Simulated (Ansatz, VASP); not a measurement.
BeTe: VASP beside Ansatz

Contents of POSCAR:

```
BeTe
1.0
    0.0000000000      2.8319684230      2.8319684230
    2.8319684230      0.0000000000      2.8319684230
    2.8319684230      2.8319684230      0.0000000000
Be Te
1 1
Direct
    0.0000000000      0.0000000000      0.0000000000
    0.7500000000      0.7500000000      0.7500000000
```

INCAR.step1

```
SYSTEM = BeTe
  PREC = Accurate
  ENCUT = 520
  EDIFF = 1E-5
  ISMEAR = 0
  SIGMA = 0.02
  LREAL = .FALSE.
  LASPH = .TRUE.
  NELM = 80
  ALGO = Normal
  ISIF = 2
  LWAVE = .TRUE.
  LCHARG = .FALSE.
  NBANDS = 11
  GGA = PE
```

INCAR.step2

```
SYSTEM = BeTe
  PREC = Accurate
  ENCUT = 520
  EDIFF = 1E-6
  ISMEAR = 0
  SIGMA = 0.02
  LREAL = .FALSE.
  LASPH = .TRUE.
  NELM = 80
  ALGO = Normal
  ISIF = 2
  LWAVE = .FALSE.
  LCHARG = .FALSE.
  GGA = PE
  LHFCALC = .TRUE.
  HFSCREEN = 0.2079
  PRECFOCK = Normal
  NBANDS = 11
  ISTART = 1
```

Contents of KPOINTS:

```
Automatic mesh
0
G
  6 6 6
  0 0 0
```

Input for Ansatz:

```yaml
crystal:
  lattice:
    - [0.0, 2.831968423, 2.831968423]
    - [2.831968423, 0.0, 2.831968423]
    - [2.831968423, 2.831968423, 0.0]
  atoms:
    - { symbol: Be, position: [0.0, 0.0, 0.0] }
    - { symbol: Te, position: [0.75, 0.75, 0.75] }
basis:
  ecutwfc: 420
kpoints:
  mp_grid: { grid: [6, 6, 6] }
  band_path:
    path:
      - [[0.0, 0.0, 0.0], [-0.5, -0.5, 0.0], [-0.375, -0.375, 0.25]]
      - [[-0.375, 0.0, 0.375], [0.0, 0.0, 0.0], [0.0, 0.0, 0.5], [-0.5, -0.25, 0.25], [-0.5, -0.5, 0.0]]
    npoints: 4
hamiltonian:
  xc: hse06
scf:
  occupations: { method: gaussian, width: 0.02 }
output:
  forces: true
  stress: true
  eigenvalues: true
  populations: true
  dos: { projected: true, de: 0.02 }
  bader: false
  write_density: true
  write_potential: true
  elf: true
  volumetric_format: npy
```

Alike in both runs: task single point; functional HSE06; k mesh 6 × 6 × 6; occupations gaussian, width 0.02 eV; no spin polarisation.

|  | VASP | Ansatz |
| --- | --- | --- |
| version | VASP 6.6.1 | Ansatz 0.2.0 |
| potentials or method | VASP PAW PBE potentials, release 64 (Be, Te), cutoff 520 eV | scalar-relativistic, plane waves, PAW |
| valence electrons in the cell | 8 | 18 |

|  | VASP | Ansatz | Ansatz less VASP |
| --- | --- | --- | --- |
| gap on the k mesh at the Fermi level (eV) | 2.68 | 2.70 | +0.022 |
| least direct gap on the mesh (eV) | 4.46 | 4.49 | +0.022 |
| pressure (GPa) | -1.1 | -1.0 | +0.12 |

VASP's potentials hold 8 valence electrons a cell and Ansatz's 18, so a difference there can come from the potentials and not from the codes. Ansatz's warnings: stress exchange threshold loose, stress scf threshold loose.

Spin-orbit coupling is off throughout.
